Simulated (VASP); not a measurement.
Input of a VASP 6.6.1 run:

INCAR

```
  PREC = Accurate
  ENCUT = 520
  EDIFF = 1E-6
  ISMEAR = -1
  SIGMA = 0.15
  LREAL = False
  LASPH = True
  NELM = 80
  ALGO = Normal
  ISIF = 2
  LWAVE = False
  LCHARG = False
  GGA = CA
  NBANDS = 40
```

The input KPOINTS:

```
regular mesh
0
Gamma
  8 8 8
```

Contents of POSCAR:

```
W3N4
1.0
    4.1574248897      0.0000000000      0.0000000000
    0.0000000000      4.1574248897      0.0000000000
    0.0000000000      0.0000000000      4.1574248897
W N
3 4
Direct
    0.5000000000      0.5000000000      0.0000000000
    0.0000000000      0.5000000000      0.5000000000
    0.5000000000      0.0000000000      0.5000000000
    0.5000000000      0.5000000000      0.5000000000
    0.5000000000      0.0000000000      0.0000000000
    0.0000000000      0.5000000000      0.0000000000
    0.0000000000      0.0000000000      0.5000000000
```

Potentials or basis: VASP PAW LDA potentials, release 64 (W_sv, N).

The run is started by

```sh
$ cat potpaw_LDA.64/W_sv/POTCAR potpaw_LDA.64/N/POTCAR > POTCAR
$ mpirun -np 1 vasp_std > vasp.out
```

(1) What does it give for the band gap on the k mesh?

(2) Estimate the pressure.

Answers

(1) zero (band 31 reaches 12.19 eV, above the bottom of band 32 at 9.73 eV).

(2) 2.9 GPa.

Caveat: spin-orbit coupling is left out, which moves the levels of the heavy elements.
